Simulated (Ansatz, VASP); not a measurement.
**One calculation of Ag, two programs**

The input INCAR:

```
PREC = Accurate
ENCUT = 520
EDIFF = 1E-6
ISMEAR = -1
SIGMA = 0.05
LREAL = F
LASPH = T
NELM = 100
ALGO = Normal
ISIF = 2
LWAVE = F
LCHARG = T
LELF = T
LVHAR = T
NBANDS = 12
```

The input KPOINTS:

```
Automatic mesh
0
Gamma
  11 11 11
```

The input POSCAR:

```
Ag
1.0
    0.0000000000      2.0290398554      2.0290398554
    2.0290398554      0.0000000000      2.0290398554
    2.0290398554      2.0290398554      0.0000000000
Ag
1
Direct
    0.0000000000      0.0000000000      0.0000000000
```

The input input.yaml:

```yaml
crystal:
  lattice:
    - [0.0, 2.0290398554, 2.0290398554]
    - [2.0290398554, 0.0, 2.0290398554]
    - [2.0290398554, 2.0290398554, 0.0]
  atoms:
    - { symbol: Ag, position: [0.0, 0.0, 0.0] }
hamiltonian:
  xc: lda
  pseudopotentials: { kind: paw }
kpoints:
  mp_grid: { grid: [11, 11, 11] }
scf:
  occupations: { method: fermi_dirac, width: 0.05 }
output:
  forces: true
  stress: true
  eigenvalues: true
```

Alike in both runs: task single point; functional LDA; k mesh 11 × 11 × 11; occupations fermi-dirac, width 0.05 eV; no spin polarisation.

```csv
,VASP,Ansatz
version,VASP 6.6.1,Ansatz 0.2.0
potentials or method,"VASP PAW LDA potentials, release 64 (Ag)",Ansatz PAW
plane-wave cutoff (eV),520,420
valence electrons in the cell,11,19
```

```tsv
	VASP	Ansatz	Ansatz less VASP
gap on the k mesh at the Fermi level (eV)	none	none	-
pressure (GPa)	-5.4	-5.6	-0.14
```

LDA's correlation is that of Perdew and Zunger in VASP and of Perdew and Wang (1992) in Ansatz. A gap of «none» marks a metal or a gap that the smearing closes. VASP's potentials hold 11 valence electrons a cell and Ansatz's 19, so a difference there can come from the potentials and not from the codes.
